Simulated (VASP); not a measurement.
# Si3Ge2 (P6/mmm) in VASP: relaxation of cell and atoms with PBE

Aim: the relaxation of cell and atoms of Si3Ge2 with PBE.

Program: VASP 6.6.1. These are calculated values, not measurements. Logs are shortened: lines on timing, memory, paths and dates and some standing lists are left out, and cuts for length are marked.

## 1. The cell of the first run

Symmetry: P6/mmm, No. 191, hexagonal system. The conventional cell has a = 2.716 Å, b = 2.716 Å, c = 13.441 Å, α = 90.00°, β = 90.00°, γ = 120.00°. Within 3.4 Å of Si (site symmetry 6mm) lie 7 Si at 2.61 to 2.72 Å and 1 Ge at 2.70 Å. Within 3.4 Å of Si (site symmetry 6/mmm) lie 8 Si at 2.61 to 2.72 Å. Ge (site symmetry 6mm) has 1 Si at 2.70 Å and 7 Ge at 2.72 to 2.81 Å within 3.6 Å.

## 2. Relaxation of cell and atoms, PBE

The input, INCAR:

```
PREC     = Accurate       # precision mode
ENCUT    = 600            # plane-wave cutoff, eV
EDIFF    = 1E-6           # SCF threshold, eV
ISMEAR   = 0              # smearing method
SIGMA    = 0.1            # smearing width, eV
LREAL    = False          # projectors in reciprocal space
LASPH    = True           # aspherical terms in the spheres
NELM     = 60             # most SCF steps
ALGO     = Normal         # electronic algorithm
ISIF     = 3              # what is computed and relaxed
LWAVE    = False          # write WAVECAR
LCHARG   = False          # write CHGCAR
GGA      = PE             # functional
IBRION   = 2              # ionic algorithm
NSW      = 100            # ionic steps
EDIFFG   = -0.01          # ionic threshold
```

The input, KPOINTS:

```
regular mesh
0
Gamma
  18 18 4
```

The input, POSCAR:

```
Si3Ge2
1.0
    2.7158932959      0.0000000000      0.0000000000
   -1.3579466479      2.3520325882      0.0000000000
    0.0000000000      0.0000000000     13.4406973839
Si Ge
3 2
Direct
    0.0000000000      0.0000000000      0.8057554535
    0.0000000000      0.0000000000      0.0000000000
    0.0000000000      0.0000000000      0.1942445465
    0.0000000000      0.0000000000      0.3953850563
    0.0000000000      0.0000000000      0.6046149437
```

Potentials or basis: VASP PAW PBE potentials, release 64 (Si, Ge_d).

Launch:

```bash
cat potpaw_PBE.64/Si/POTCAR potpaw_PBE.64/Ge_d/POTCAR > POTCAR
mpirun -np 1 vasp_std > vasp.out
```

OUTCAR:

```text
PREC = Accurate
   ENCUT = 600
   EDIFF = 1E-6
   ISMEAR = 0
   LREAL = False
   LASPH = True
   NELM = 60
   ISIF = 3
   GGA = PE
   IBRION = 2
   NSW = 100
   EDIFFG = -0.01

 ion  position               nearest neighbor table
   1  0.000  0.000  0.806-   2 2.61   5 2.70
   2  0.000  0.000  0.000-   1 2.61   3 2.61
   3  0.000  0.000  0.194-   2 2.61   4 2.70
   4  0.000  0.000  0.395-   3 2.70   5 2.81
   5  0.000  0.000  0.605-   1 2.70   4 2.81

  LATTYP: Found a hexagonal cell.
 ALAT       =     2.7158932959
 C/A-ratio  =     4.9489048057

  Lattice vectors:

 A1 = (   2.7158932959,   0.0000000000,   0.0000000000)
 A2 = (  -1.3579466479,   2.3520325882,   0.0000000000)
 A3 = (   0.0000000000,   0.0000000000,  13.4406973839)

Analysis of symmetry for initial positions (statically):
=====================================================================
 Subroutine PRICEL returns:
 Original cell was already a primitive cell.

 Routine SETGRP: Setting up the symmetry group for a
 hexagonal supercell.

 Subroutine GETGRP returns: Found 24 space group operations
 (whereof 24 operations were pure point group operations)
 out of a pool of 24 trial point group operations.

The static configuration has the point symmetry D_6h.

Analysis of symmetry for dynamics (positions and initial velocities):
=====================================================================
 Subroutine PRICEL returns:
 Original cell was already a primitive cell.

 Routine SETGRP: Setting up the symmetry group for a
 hexagonal supercell.

 Subroutine GETGRP returns: Found 24 space group operations
 (whereof 24 operations were pure point group operations)
 out of a pool of 24 trial point group operations.

The dynamic configuration has the point symmetry D_6h.

 Subroutine INISYM returns: Found 24 space group operations
 (whereof 24 operations are pure point group operations),
 and found     1 'primitive' translations

----------------------------------------------------------------------------------------

                                     Primitive cell

  volume of cell :      85.8574

  direct lattice vectors                    reciprocal lattice vectors
     2.715893296  0.000000000  0.000000000     0.368202978  0.212582089  0.000000000
    -1.357946648  2.352032588  0.000000000     0.000000000  0.425164177  0.000000000
     0.000000000  0.000000000 13.440697384     0.000000000  0.000000000  0.074400901

  length of vectors
     2.715893296  2.715893296 13.440697384     0.425164177  0.425164177  0.074400901

  position of ions in fractional coordinates (direct lattice)
     0.000000000  0.000000000  0.805755453
     0.000000000  0.000000000  0.000000000
     0.000000000  0.000000000  0.194244547
     0.000000000  0.000000000  0.395385056
     0.000000000  0.000000000  0.604614944

  ion indices of the primitive-cell ions
   primitive index   ion index
                 1           1
                 2           2
                 3           3
                 4           4
                 5           5

----------------------------------------------------------------------------------------

 KPOINTS: regular mesh

Automatic generation of k-mesh.
 Grid dimensions read from file:
 generate k-points for:   18   18    4

 Generating k-lattice:

  Cartesian coordinates                     Fractional coordinates (reciprocal lattice)
     0.020455721  0.011810116  0.000000000     0.055555556  0.000000000  0.000000000
     0.000000000  0.023620232  0.000000000     0.000000000  0.055555556  0.000000000
     0.000000000  0.000000000  0.018600225     0.000000000  0.000000000  0.250000000

  Length of vectors
     0.023620232  0.023620232  0.018600225

  Shift w.r.t. Gamma in fractional coordinates (k-lattice)
     0.000000000  0.000000000  0.000000000

 Subroutine IBZKPT returns following result:
 ===========================================

 Found    111 irreducible k-points:

 Following reciprocal coordinates:
            Coordinates               Weight
  0.000000  0.000000  0.000000      1.000000
  0.055556  0.000000  0.000000      6.000000
  0.111111  0.000000  0.000000      6.000000
  0.166667  0.000000  0.000000      6.000000
  0.222222  0.000000  0.000000      6.000000
  0.277778  0.000000  0.000000      6.000000
[... 16 lines left out ...]
  0.333333  0.111111  0.000000     12.000000
  0.388889  0.111111  0.000000     12.000000
 [... further k-points ...]
   k-points           NKPTS =    111   k-points in BZ     NKDIM =    111   number of bands    NBANDS=     24
   number of dos      NEDOS =    301   number of ions     NIONS =      5
   total plane-waves  NPLWV =  62208
   dimension x,y,z NGX =    24 NGY =   24 NGZ =  108
   dimension x,y,z NGXF=    48 NGYF=   48 NGZF=  216
   ions per type =               3   2
   NGX,Y,Z   is equivalent  to a cutoff of  14.69, 14.69, 13.36 a.u.
   NGXF,Y,Z  is equivalent  to a cutoff of  29.38, 29.38, 26.72 a.u.
 SYSTEM =  unknown system
   PREC   = accura    normal or accurate (medium, high low for compatibility)
   ISTART =      0    job   : 0-new  1-cont  2-samecut
   ICHARG =      2    charge: 1-file 2-atom 10-const
   ISPIN  =      1    spin polarized calculation?
   LNONCOLLINEAR =      F non collinear calculations
   LSORBIT =      F    spin-orbit coupling
   LASPH  =      T    aspherical Exc in radial PAW
   ENCUT  =  600.0 eV  44.10 Ry    6.64 a.u.   5.42  5.42 26.84*2*pi/ulx,y,z
   NELM   =     60;   NELMIN=  2; NELMDL= -5     # of ELM steps
   EDIFF  = 0.1E-05   stopping-criterion for ELM
   LREAL  =      F    real-space projection
   EDIFFG = -.1E-01   stopping-criterion for IOM
   NSW    =    100    number of steps for IOM
   IBRION =      2    ionic relax: 0-MD 1-quasi-New 2-CG
   NFREE  =      1    steps in history (QN), initial steepest desc. (CG)
   ISIF   =      3    stress and relaxation
   ISYM   =      2    0-nonsym 1-usesym 2-fastsym
   POTIM  = 0.5000    time-step for ionic-motion
   TEBEG  =    0.0;   TEEND  =   0.0 temperature during run
   PSTRESS=    0.0 pullay stress
   NELECT =      40.0000    total number of electrons
   NUPDOWN=      -1.0000    fix difference up-down
   EMIN   =  10.00;   EMAX   =-10.00  energy-range for DOS
   EFERMI =   0.00;   METHOD = LEGACY
   ISMEAR =     0;   SIGMA  =   0.10  broadening in eV -4-tet -1-fermi 0-gaus
   EFERMI_NEDOS =   21; number of points for ismear=-14 and -15
   IALGO  =     38    algorithm
   IMIX   =      4    mixing-type and parameters
     AMIX     =   0.40;   BMIX     =  1.00
     AMIX_MAG =   1.60;   BMIX_MAG =  1.00
  volume/ion in A,a.u.               =      17.17       115.88
  Fermi-wavevector in a.u.,A,eV,Ry     =   1.269119  2.398286 21.914388  1.610662
  Thomas-Fermi vector in A             =   2.402177
   LORBIT       =      0    0 simple, 1 ext, 2 COOP (PROOUT), +10 PAW based schemes
   GGA     = PE    functional components
   LHFCALC =     F    Hartree Fock is set to
   AEXX    =    0.0000 exact exchange contribution
   IVDW    =     0    specifies the selected vdW correction
   LEPSILON=     F    determine dielectric tensor
   LRPA    =     F    only Hartree local field effects (RPA)
 conjugate gradient relaxation of ions
 non-spin polarized calculation
 Gauss-broadening in eV      SIGMA  =   0.10
  energy-cutoff  :      600.00
  volume of cell :       85.86
 maximum number of plane-waves:      2945
 NGX is ok and might be reduce to    24
   NGX = 11   NGY = 11   NGZ = 53

--------------------------------------- Ionic step        1  -------------------------------------------

 number of electron      40.0000023 magnetization

 Free energy of the ion-electron system (eV)
  ---------------------------------------------------
  ext. energy  EPLUGINS =         0.00000000
  ---------------------------------------------------
  free energy    TOTEN  =       -23.47579794 eV

  energy without entropy =      -23.46588786  energy(sigma->0) =      -23.47084290

------------------------ aborting loop because EDIFF is reached ----------------------------------------

  FORCE on cell =-STRESS in cart. coord.  units (eV):
  Direction    XX          YY          ZZ          XY          YZ          ZX
  --------------------------------------------------------------------------------------
  -------------------------------------------------------------------------------------
  Total        1.1727012      1.1727012     -4.8509471      0.0000000      0.0000000      0.0000000
  in kB       21.8836677     21.8836677    -90.5230720      0.0000000      0.0000000      0.0000000
  external PRESSURE =     -15.5852455 kB  Pullay stress =       0.0000000 kB
[... 98 lines left out ...]
  FREE ENERGIE OF THE ION-ELECTRON SYSTEM (eV)
  ---------------------------------------------------
  free  energy   TOTEN  =       -23.6332507390 eV

  energy  without entropy=      -23.6241282719  energy(sigma->0) =      -23.62868951

[... ionic steps 4 to 15 ...]

--------------------------------------- Ionic step       16  -------------------------------------------

 number of electron      39.9999989 magnetization

------------------------ aborting loop because EDIFF is reached ----------------------------------------

  FORCE on cell =-STRESS in cart. coord.  units (eV):
  Direction    XX          YY          ZZ          XY          YZ          ZX
  --------------------------------------------------------------------------------------
  -------------------------------------------------------------------------------------
  Total       -0.0083680     -0.0083680     -0.0960314     -0.0000000     -0.0000000     -0.0000000
  in kB       -0.1593097     -0.1593097     -1.8282438     -0.0000000     -0.0000000     -0.0000000
  external PRESSURE =      -0.7156211 kB  Pullay stress =       0.0000000 kB
[... 63 lines left out ...]
  energy  without entropy=      -23.6340999620  energy(sigma->0) =      -23.63815355

--------------------------------------- Ionic step       18  -------------------------------------------

 number of electron      39.9999990 magnetization

 Free energy of the ion-electron system (eV)
  ---------------------------------------------------
  ext. energy  EPLUGINS =         0.00000000
  ---------------------------------------------------
  free energy    TOTEN  =       -23.64224818 eV

  energy without entropy =      -23.63406734  energy(sigma->0) =      -23.63815776

 E-fermi :   8.0111     XC(G=0): -11.0377

 val. band max:        7.9760170273   @ k =   0.2778   0.2778   0.2500
 cond. band min:       8.0164515139   @ k =   0.3889   0.0000   0.2500
 fundamental gap:      0.0404344866
 Fermi energy:         8.0111063843

 k-point     1 :       0.0000    0.0000    0.0000
  band No.  band energies     occupation
      1     -16.7923      2.00000
      2     -16.7566      2.00000
      3     -16.7566      2.00000
      4     -16.7523      2.00000
      5     -16.7523      2.00000
      6     -16.7082      2.00000
[... 637 lines left out ...]
     23       9.5658      0.00000
     24      10.3606      0.00000

 [... further k-points ...]
[... 5 lines left out ...]
  --------------------------------------------------------------------------------------
  -------------------------------------------------------------------------------------
  Total       -0.0036290     -0.0036290     -0.0362881     -0.0000000      0.0000000      0.0000000
  in kB       -0.0691471     -0.0691471     -0.6914249     -0.0000000      0.0000000      0.0000000
  external PRESSURE =      -0.2765730 kB  Pullay stress =       0.0000000 kB
[... 20 lines left out ...]
  FREE ENERGIE OF THE ION-ELECTRON SYSTEM (eV)
  ---------------------------------------------------
  free  energy   TOTEN  =       -23.6422481756 eV

  energy  without entropy=      -23.6340673408  energy(sigma->0) =      -23.63815776

 reached required accuracy - stopping structural energy minimisation
```

Run time: 48 min. Hardware: 1 thread of Intel Xeon Platinum 8488C (Sapphire Rapids), shared host; peak memory 0.42 GiB.

What came out:

```yaml
Free_energy: -23.6422 eV
Relaxed_volume: 16.82 Å³/atom
Relaxed_cell: a = 2.757 Å, b = 2.757 Å, c = 12.776 Å, α = 90.00°, β = 90.00°, γ = 120.00°
Space_group_after_relaxing_to_0.05_Å: P6/mmm (No. 191)
Energy_gained_by_relaxing: 33.3 meV/atom
Ionic_steps: 18
Pressure_after_relaxing: 0.0 GPa
Largest_force_after_relaxing: 0.005 eV/Å
```

Forces on the atoms (eV/Å):
```
Si   0.000  0.000  0.005
Si   0.000  0.000  0.000
Si   0.000  0.000 -0.005
Ge   0.000  0.000 -0.003
Ge   0.000  0.000  0.003
```

Step by step:
| step | energy change (eV) | largest force (eV/Å) | pressure (GPa) | volume (Å³) |
| --- | --- | --- | --- | --- |
| 1 | 0.0000 | 0.2082 | -1.56 | 85.86 |
| 2 | -0.1560 | 0.1937 | 0.26 | 83.70 |
| 3 | -0.1575 | 0.1974 | 0.48 | 83.51 |
| 4 | -0.1575 | 0.1981 | 0.60 | 83.45 |
| 5 | -0.1620 | 0.1303 | -0.12 | 84.16 |
| 6 | -0.1625 | 0.0884 | -0.53 | 84.60 |
| 7 | -0.1654 | 0.0700 | -0.32 | 84.37 |
| 8 | -0.1658 | 0.0656 | 0.02 | 84.23 |
| 9 | -0.1658 | 0.0667 | -0.19 | 84.26 |
| 10 | -0.1658 | 0.0651 | -0.03 | 84.25 |
| 11 | -0.1664 | 0.0257 | 0.05 | 84.18 |
| 12 | -0.1664 | 0.0176 | 0.00 | 84.17 |
| 13 | -0.1664 | 0.0101 | 0.07 | 84.14 |
| 14 | -0.1664 | 0.0122 | -0.07 | 84.16 |
| 15 | -0.1664 | 0.0067 | 0.07 | 84.15 |
| 16 | -0.1664 | 0.0109 | -0.07 | 84.16 |
| 17 | -0.1664 | 0.0065 | 0.32 | 84.02 |
| 18 | -0.1665 | 0.0046 | -0.03 | 84.09 |

Final structure:
```
Si Ge
1.0
     2.75676    0.00000    0.00000
    -1.37838    2.38743    0.00000
     0.00000    0.00000   12.77617
Si Ge
3 2
Direct
  0.00000 0.00000 0.80912
  0.00000 0.00000 0.00000
  0.00000 0.00000 0.19088
  0.00000 0.00000 0.39292
  0.00000 0.00000 0.60708
```

Caveat: the bands computed are all filled at some k points, so no gap is given.
